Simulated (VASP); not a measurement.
Input of a VASP 6.6.1 run:

File INCAR:

```
PREC     = Accurate       # precision mode
ENCUT    = 500            # plane-wave cutoff, eV
EDIFF    = 1E-6           # SCF threshold, eV
ISMEAR   = 0              # smearing method
SIGMA    = 0.2            # smearing width, eV
LREAL    = False          # projectors in reciprocal space
LASPH    = True           # aspherical terms in the spheres
NELM     = 120            # most SCF steps
ALGO     = Normal         # electronic algorithm
ISIF     = 2              # what is computed and relaxed
LWAVE    = False          # write WAVECAR
LCHARG   = False          # write CHGCAR
GGA      = PE             # functional
NBANDS   = 21             # bands
GGA_COMPAT= False
```

The input KPOINTS:

```
Automatic mesh
0
Gamma
  4 4 4
```

Contents of POSCAR:

```
Si3B4
1.0
    0.0000000000      3.4787491834      3.4787491834
    3.4787491834      0.0000000000      3.4787491834
    3.4787491834      3.4787491834      0.0000000000
Si B
3 4
Direct
    0.7500000000      0.7500000000      0.7500000000
    0.2500000000      0.2500000000      0.2500000000
    0.0000000000      0.0000000000      0.0000000000
    0.5871851298      0.5871851298      0.5871851298
    0.5871851298      0.5871851298      0.2384446105
    0.5871851298      0.2384446105      0.5871851298
    0.2384446105      0.5871851298      0.5871851298
```

Potentials or basis: VASP PAW PBE potentials, release 64 (Si, B).

Run with:

```bash
$ cat potpaw_PBE.64/Si/POTCAR potpaw_PBE.64/B/POTCAR > POTCAR
$ mpirun -np 1 vasp_std > vasp.out
```

(1) Estimate the pressure.

(2) Estimate the largest force.

Results:

(1) -0.3 GPa.

(2) 0.109 eV/Å.

Caveat: the k points lie up to 0.39 Å⁻¹ apart, too coarse for converged energies and pressures of a metal.
